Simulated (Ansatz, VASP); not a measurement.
## One calculation of SiC, two programs

Contents of INCAR:

```
SYSTEM = SiC
ALGO     = Normal         ! electronic algorithm
EDIFF    = 1E-6           ! SCF threshold, eV
ENCUT    = 520            ! plane-wave cutoff, eV
GGA      = CA             ! functional
ISIF     = 2              ! what is computed and relaxed
ISMEAR   = 0              ! smearing method
LASPH    = .True.         ! aspherical terms in the spheres
LCHARG   = .True.         ! write CHGCAR
LELF     = .True.         ! ELF
LREAL    = .False.        ! projectors in reciprocal space
LVHAR    = .True.       
LWAVE    = .False.        ! write WAVECAR
NBANDS   = 11             ! bands
NELM     = 60             ! most SCF steps
PREC     = Accurate       ! precision mode
SIGMA    = 0.05           ! smearing width, eV
```

KPOINTS

```
k-points
0
Gamma
  12 12 12
  0 0 0
```

File POSCAR:

```
SiC
1.0
    0.0163050000      2.1740000000      2.1740000000
    2.1903050000      0.0000000000      2.1903050000
    2.1740000000      2.1740000000      0.0163050000
Si C
1 1
Direct
    0.0000000000      0.0000000000      0.0000000000
    0.7500000000      0.7500000000      0.7500000000
```

Input for Ansatz:

```yaml
crystal:
  lattice:
    - [0.016305, 2.174, 2.174]
    - [2.190305, 0.0, 2.190305]
    - [2.174, 2.174, 0.016305]
  atoms:
    - { symbol: Si, position: [0.0, 0.0, 0.0] }
    - { symbol: C, position: [0.75, 0.75, 0.75] }
basis:
  ecutwfc: 420
kpoints:
  mp_grid: { grid: [12, 12, 12] }
hamiltonian:
  xc: lda
scf:
  occupations: { method: gaussian, width: 0.05 }
output:
  forces: true
  stress: true
  eigenvalues: true
```

Change from the starting cell: strain +0.0150 x Voigt [0, 0, 0, 0, 1, 0], atoms carried along.

Alike in both runs: task single point; functional LDA; k mesh 12 × 12 × 12; occupations gaussian, width 0.05 eV; no spin polarisation.

|  | VASP | Ansatz |
| --- | --- | --- |
| version | VASP 6.6.1 | Ansatz 0.2.0 |
| potentials or method | VASP PAW LDA potentials, release 64 (Si, C), cutoff 520 eV | scalar-relativistic, plane waves, PAW |
| valence electrons in the cell | 8 | 8 |

Ansatz gave:

| Quantity | Value |
| --- | --- |
| gap on the k mesh at the Fermi level (eV) | 1.26 |
| least direct gap on the mesh (eV) | 4.39 |
| pressure (GPa) | -2.9 |
| traceless stress, the component that is largest in VASP (GPa) | -4.09 |
| rms of the force components (eV/Å) | 0.069 |

Problem. What did VASP give for the same quantities?

Solution. gap on the k mesh at the Fermi level (eV): 1.25; least direct gap on the mesh (eV): 4.38; pressure (GPa): -2.5; traceless stress, the component that is largest in VASP (GPa): -4.11; rms of the force components (eV/Å): 0.070.

LDA's correlation is that of Perdew and Zunger in VASP and of Perdew and Wang (1992) in Ansatz. Atom by atom the forces differ by 0.000 eV/Å (rms over components).
